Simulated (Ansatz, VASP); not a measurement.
**Re in VASP and in Ansatz**

INCAR

```
SYSTEM = Re
  PREC = Accurate
  ENCUT = 520
  EDIFF = 1E-6
  ISMEAR = -1
  SIGMA = 0.05
  LREAL = .False.
  LASPH = .True.
  NELM = 80
  ALGO = Normal
  ISIF = 2
  LWAVE = .False.
  LCHARG = .True.
  GGA = RP
  LELF = .True.
  LVHAR = .True.
  NBANDS = 14
```

KPOINTS

```
regular mesh
0
Gamma
  11 11 6
  0 0 0
```

The input POSCAR:

```
Re
1.0
    2.7608000000      0.0000000000      0.0000000000
   -1.3804000000      2.3909229348      0.0000000000
    0.0000000000      0.0000000000      4.4582000000
Re
2
Direct
    0.6666666667      0.3333333333      0.7500000000
    0.3333333333      0.6666666667      0.2500000000
```

input.yaml

```yaml
crystal:
  lattice:
    - [2.7608, 0.0, 0.0]
    - [-1.3804, 2.3909229348, 0.0]
    - [0.0, 0.0, 4.4582]
  atoms:
    - { symbol: Re, position: [0.6666666667, 0.3333333333, 0.75] }
    - { symbol: Re, position: [0.3333333333, 0.6666666667, 0.25] }
kpoints:
  mp_grid: { grid: [11, 11, 6] }
  band_path:
    path:
      - [0.0, 0.0, 0.0]
      - [0.5, 0.0, 0.0]
      - [0.3333333333, 0.3333333333, 0.0]
      - [0.0, 0.0, 0.0]
      - [0.0, 0.0, 0.5]
      - [0.5, 0.0, 0.5]
      - [0.3333333333, 0.3333333333, 0.5]
      - [0.0, 0.0, 0.5]
    npoints: 10
scf:
  occupations: { method: fermi_dirac, width: 0.05 }
hamiltonian:
  xc: rpbe
  pseudopotentials: { kind: all_electron, lapw: { basis_error: 0.001 } }
output:
  forces: true
  stress: true
  eigenvalues: true
```

Alike in both runs: functional RPBE; k mesh 11 × 11 × 6; occupations fermi-dirac, width 0.05 eV; no spin polarisation.

|  | VASP | Ansatz |
| --- | --- | --- |
| version | VASP 6.6.1 | Ansatz 0.2.0 |
| potentials or method | VASP PAW PBE potentials, release 64 (Re), cutoff 520 eV | all-electron LAPW, scalar-relativistic |
| task | single point | band structure |

```tsv
	VASP	Ansatz	Ansatz less VASP
gap on the k mesh at the Fermi level (eV)	none	none	-
pressure (GPa)	9.4	10.0	+0.68
traceless stress, the component that is largest in VASP (GPa)	0.23	0.39	+0.160
```

VASP's potentials were made for PBE, not for RPBE. A gap of «none» marks a metal or a gap that the smearing closes. Ansatz ran all-electron here, and VASP with PAW potentials.

Neither program's run includes spin-orbit coupling.
